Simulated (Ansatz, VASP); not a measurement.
**YN in VASP and in Ansatz**

File INCAR:

```
  ALGO = Normal
  EDIFF = 1E-8
  ENCUT = 520
  GGA_COMPAT = F
  ISIF = 2
  ISMEAR = -1
  LASPH = T
  LCHARG = F
  LEFG = T
  LREAL = F
  LWAVE = F
  NBANDS = 15
  NELM = 120
  PREC = Accurate
  SIGMA = 0.03
```

KPOINTS

```
k-points
0
Gamma
  9 9 9
```

The input POSCAR:

```
YN
1.0
    0.0000000000      2.4303444207      2.4303444207
    2.4303444207      0.0000000000      2.4303444207
    2.4303444207      2.4303444207      0.0000000000
Y N
1 1
Direct
    0.0000000000      0.0000000000      0.0000000000
    0.5000000000      0.5000000000      0.5000000000
```

Input for Ansatz:

```yaml
crystal:
  lattice:
    - [0.0, 2.4303444207, 2.4303444207]
    - [2.4303444207, 0.0, 2.4303444207]
    - [2.4303444207, 2.4303444207, 0.0]
  atoms:
    - { symbol: "Y", position: [0.0, 0.0, 0.0] }
    - { symbol: "N", position: [0.5, 0.5, 0.5] }
kpoints:
  mp_grid: { grid: [9, 9, 9] }
scf:
  occupations: { method: fermi_dirac, width: 0.03 }
hamiltonian:
  xc: lda
  pseudopotentials: { kind: all_electron, datasets: crystal }
output:
  forces: true
  stress: true
  eigenvalues: true
  efg: { contact_densities: true }
```

Change from the starting cell: volume scaled by 0.99, crystal datasets.

Alike in both runs: task electric field gradients; functional LDA; k mesh 9 × 9 × 9; occupations fermi-dirac, width 0.03 eV; no spin polarisation.

|  | VASP | Ansatz |
| --- | --- | --- |
| version | VASP 6.6.1 | Ansatz 0.2.0 |
| potentials or method | VASP PAW LDA potentials, release 64 (Y_sv, N), cutoff 520 eV | all-electron PAW with datasets made for the crystal, scalar-relativistic |

VASP gave:

```
pressure (GPa) : -4.2
```

Question: What did Ansatz give for the same quantities?

Answer: Pressure (GPa): -4.3.

LDA's correlation is that of Perdew and Zunger in VASP and of Perdew and Wang (1992) in Ansatz. Ansatz ran all-electron here, and VASP with PAW potentials.
